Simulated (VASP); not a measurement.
TiSi2:

```
Ti Si
1.0
     0.00000    4.11752    4.43341
     2.38951    0.00000    4.43341
     2.38951    4.11752    0.00000
Ti Si
2 4
Direct
  0.75000 0.75000 0.75000
  0.50000 0.50000 0.50000
  0.41257 0.08743 0.41257
  0.08743 0.41257 0.08743
  0.16257 0.83743 0.16257
  0.83743 0.16257 0.83743
```

Base run:

```yaml
Program: VASP 6.6.1
Functional: PBEsol
Potentials_or_basis: VASP PAW PBE potentials, release 64 (Ti_sv, Si)
Cutoff: 520 eV
k_mesh: 6 × 6 × 6
Occupations: fermi-dirac, width 0.05 eV
Spin: no spin polarisation
```

Its results: band gap on the k mesh zero (band 20 reaches 10.21 eV, above the bottom of band 21 at 8.58 eV); pressure -7.6 GPa; largest force 0.013 eV/Å.

Task: The run is repeated on the same cell with these changes: functional from PBEsol to PBE. What comes out?

Result: Band gap on the k mesh zero (band 20 reaches 10.30 eV, above the bottom of band 21 at 8.67 eV); pressure -4.0 GPa; largest force 0.012 eV/Å.

PBE binds less tightly than PBEsol, so the same cell stands under more pressure.

Caveats: the PAW data sets were made with another functional, which shifts forces and pressure a little (some runs).
